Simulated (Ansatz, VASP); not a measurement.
# C: VASP beside Ansatz

```xyz
12
Lattice="2.1891 0.0000 2.2684 -2.1891 -4.5490 0.0000 4.3782 0.0000 -4.5368" Properties=species:S:1:pos:R:3 pbc="T T T"
C     3.2836   -2.2745   -3.5667
C     1.0945   -2.2745   -1.2983
C     4.3782    0.0000   -0.1641
C     2.1891    0.0000    2.1043
C     2.0832   -3.3427   -1.0706
C    -0.1059   -3.3427    1.1978
C     4.4840   -1.2063   -1.0706
C     2.2949   -1.2063    1.1978
C     5.5786   -1.0682   -2.2048
C     3.3895   -1.0682    0.0636
C     0.9887   -3.4808   -2.2048
C    -1.2004   -3.4808    0.0636
```

Alike in both runs: task single point; functional PBE; k mesh 4 × 4 × 2; occupations gaussian, width 0.1 eV; no spin polarisation.

|  | VASP | Ansatz |
| --- | --- | --- |
| version | VASP 6.6.1 | Ansatz 0.2.0 |
| potentials or method | VASP PAW PBE potentials, release 64 (C), cutoff 520 eV | scalar-relativistic, plane waves, PAW |
| valence electrons in the cell | 48 | 48 |

```csv
,VASP,Ansatz,Ansatz less VASP
gap on the k mesh at the Fermi level (eV),2.07,2.07,0.000
least direct gap on the mesh (eV),2.08,2.09,+0.001
pressure (GPa),0.6,0.2,-0.40
"traceless stress, the component that is largest in VASP (GPa)",-0.85,-1.12,-0.269
rms of the force components (eV/Å),0.047,0.058,+0.0116
```

Atom by atom the forces differ by 0.012 eV/Å (rms over components).

The k mesh is coarse, so the values compare programs but aren't converged.
